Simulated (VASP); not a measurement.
# In3Se (P-3m1) in VASP: notebook, part 2 of 2

VASP 6.6.1.

### Step 3. Single point, PBE

File INCAR:

```
SYSTEM = In3Se
PREC = Accurate
ENCUT = 520
EDIFF = 1E-7
ISMEAR = 0
SIGMA = 0.1
LREAL = .FALSE.
LASPH = .TRUE.
NELM = 80
ALGO = Normal
ISIF = 2
LWAVE = .FALSE.
LCHARG = .FALSE.
GGA = PE
NBANDS = 30
```

File KPOINTS:

```
regular mesh
0
G
  12 12 6
  0 0 0
```

File POSCAR:

```
In3Se
1.0
    4.0159310197      0.0000000000      0.0000000000
   -2.0079655099      3.4778982829      0.0000000000
    0.0000000000      0.0000000000      8.2266370000
In Se
3 1
Direct
    0.0000000000      0.0000000000      0.5000000000
    0.3333333333      0.6666666667      0.2223090000
    0.6666666667      0.3333333333      0.7776910000
    0.0000000000      0.0000000000      0.0000000000
```

Potentials or basis: VASP PAW PBE potentials, release 64 (In_d, Se).

Launch:

```sh
$ cat potpaw_PBE.64/In_d/POTCAR potpaw_PBE.64/Se/POTCAR > POTCAR
$ mpirun -np 1 vasp_std > vasp.out
```

OUTCAR:

```text
SYSTEM = In3Se
   PREC = Accurate
   ENCUT = 520
   EDIFF = 1E-7
   ISMEAR = 0
   LREAL = .FALSE.
   LASPH = .TRUE.
   NELM = 80
   ISIF = 2
   GGA = PE

 ion  position               nearest neighbor table
   1  0.000  0.000  0.500-   2 3.25   3 3.25   3 3.25   2 3.25   3 3.25   2 3.25
   2  0.333  0.667  0.222-   4 2.95   4 2.95   4 2.95   1 3.25   1 3.25   1 3.25
   3  0.667  0.333  0.778-   4 2.95   4 2.95   4 2.95   1 3.25   1 3.25   1 3.25
   4  0.000  0.000  0.000-   2 2.95   3 2.95   3 2.95   2 2.95   3 2.95   2 2.95

  LATTYP: Found a hexagonal cell.
 ALAT       =     4.0159310197
 C/A-ratio  =     2.0485005742
[... 991 lines left out ...]
  --------------------------------------------------------------------------------------
  -------------------------------------------------------------------------------------
  Total       -0.0095019     -0.0095019      0.0019834      0.0000000     -0.0000000     -0.0000000
  in kB       -0.1324945     -0.1324945      0.0276562      0.0000000     -0.0000000     -0.0000000
  external PRESSURE =      -0.0791109 kB  Pullay stress =       0.0000000 kB

 VOLUME and BASIS-vectors are now :
 -----------------------------------------------------------------------------
  energy-cutoff  :      520.00
  volume of cell :      114.90
      direct lattice vectors                 reciprocal lattice vectors
     4.015931020  0.000000000  0.000000000     0.249008261  0.143764987  0.000000000
    -2.007965510  3.477898283  0.000000000     0.000000000  0.287529973  0.000000000
     0.000000000  0.000000000  8.226637000     0.000000000  0.000000000  0.121556354

 POSITION                                       TOTAL-FORCE (eV/Angst)
 -----------------------------------------------------------------------------------
      0.00000      0.00000      4.11332        -0.000000      0.000000      0.000000
     -0.00000      2.31860      1.82886         0.000000     -0.000000      0.006283
      2.00797      1.15930      6.39778        -0.000000      0.000000     -0.006283
      0.00000      0.00000      0.00000        -0.000000      0.000000      0.000000
 -----------------------------------------------------------------------------------
    total drift:                                0.000000     -0.000000      0.000000

  FREE ENERGIE OF THE ION-ELECTRON SYSTEM (eV)
  ---------------------------------------------------
  free  energy   TOTEN  =       -11.8753662789 eV

  energy  without entropy=      -11.8654621324  energy(sigma->0) =      -11.87041421
```

OSZICAR:

```text
N       E                     dE             d eps       ncg     rms          rms(c)
DAV:   1     0.406377934505E+03    0.40638E+03   -0.21282E+04  6000   0.185E+03
DAV:   2     0.298598250999E+02   -0.37652E+03   -0.36739E+03  6024   0.444E+02
DAV:   3    -0.101997834921E+02   -0.40060E+02   -0.38865E+02  7342   0.160E+02
DAV:   4    -0.120502033932E+02   -0.18504E+01   -0.18437E+01  7038   0.361E+01
DAV:   5    -0.121314896622E+02   -0.81286E-01   -0.81276E-01  8514   0.677E+00    0.476E+00
DAV:   6    -0.118808262140E+02    0.25066E+00   -0.49818E-01  8718   0.820E+00    0.273E+00
DAV:   7    -0.118750868769E+02    0.57393E-02   -0.23932E-01  8366   0.376E+00    0.896E-01
DAV:   8    -0.118752320430E+02   -0.14517E-03   -0.29944E-02  8966   0.255E+00    0.353E-01
DAV:   9    -0.118752456752E+02   -0.13632E-04   -0.38370E-03  8594   0.904E-01    0.128E-01
DAV:  10    -0.118753322948E+02   -0.86620E-04   -0.45169E-04  8914   0.198E-01    0.767E-02
DAV:  11    -0.118753675199E+02   -0.35225E-04   -0.71408E-05  7550   0.116E-01    0.141E-02
DAV:  12    -0.118753655570E+02    0.19629E-05   -0.15802E-05  9508   0.568E-02    0.573E-03
DAV:  13    -0.118753659780E+02   -0.42101E-06   -0.57430E-06  8172   0.186E-02    0.394E-03
DAV:  14    -0.118753665019E+02   -0.52390E-06   -0.14209E-06  7274   0.155E-02    0.256E-03
DAV:  15    -0.118753663762E+02    0.12571E-06   -0.19034E-07  4292   0.771E-03    0.501E-04
DAV:  16    -0.118753662789E+02    0.97344E-07   -0.48556E-08  3486   0.197E-03
   1 F= -.11875366E+02 E0= -.11870414E+02  d E =-.990415E-02
```

stdout:

```text
POSCAR found type information on POSCAR InSe
 POSCAR found :  2 types and       4 ions
 scaLAPACK will be used
 LDA part: xc-table for (Slater+PW92), standard interpolation
 POSCAR, INCAR and KPOINTS ok, starting setup
 FFT: planning ... GRIDC
 FFT: planning ... GRID_SOFT
 FFT: planning ... GRID
 WAVECAR not read
 entering main loop
```

Wall time 2.9 min (1 thread of Intel Xeon 6975P-C (Granite Rapids), shared host); peak memory 0.43 GiB.

Results:

```
Free energy   : -11.8754 eV
Pressure      : 0.0 GPa
Largest force : 0.006 eV/Å
```

Forces in eV/Å, atoms in the order of the input:
```
In   0.000  0.000  0.000
In   0.000  0.000  0.006
In   0.000  0.000 -0.006
Se   0.000  0.000  0.000
```
